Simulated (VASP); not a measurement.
Runs of VASP 6.6.1 on Ti. The structure is that of space group I4/mmm (No. 139), or close to it. The cells are those of the table. 

| cell | further INCAR settings | gap on the mesh (eV) | pressure (GPa) |
| --- | --- | --- | --- |
| a = 2.830 Å, angles 106.9, 106.9, 114.8°, 1 atom | ALGO = Fast; EDIFF = 1e-06; NBANDS = 12 | none | (a) |
| a = 2.851 Å, angles 107.5, 107.5, 113.4°, 1 atom | ALGO = Fast; EDIFF = 1e-07; NBANDS = 12 | none | (b) |
| a = 2.782 Å, angles 107.5, 107.5, 113.5°, 1 atom | ALGO = Fast; EDIFF = 1e-06; NBANDS = 12 | none | 0.0 |
| a = 2.737 Å, angles 112.3, 112.3, 104.0°, 1 atom | ALGO = Fast; EDIFF = 1e-07; NBANDS = 12 | none | 6.6 |
| a = 2.782 Å, angles 111.5, 111.5, 105.4°, 1 atom | ALGO = Fast; EDIFF = 1e-06; NBANDS = 12 | none | 0.1 |

Alike in all rows: task single point; level PBEsol; potentials or basis VASP PAW PBE potentials, release 64 (Ti_sv); no spin polarisation; k mesh 26 × 26 × 26; cutoff (eV) 520; smearing gaussian 0.15 eV.

Question: Estimate the missing entries.

Answer: (a) -5.0; (b) -7.3.

Caveats: the PAW data sets were made with another functional, which shifts forces and pressure a little; the cell stands under tension (at least some runs); the cell stands under pressure (at least some runs).

A gap of «none» marks levels without a gap at the run's occupations.
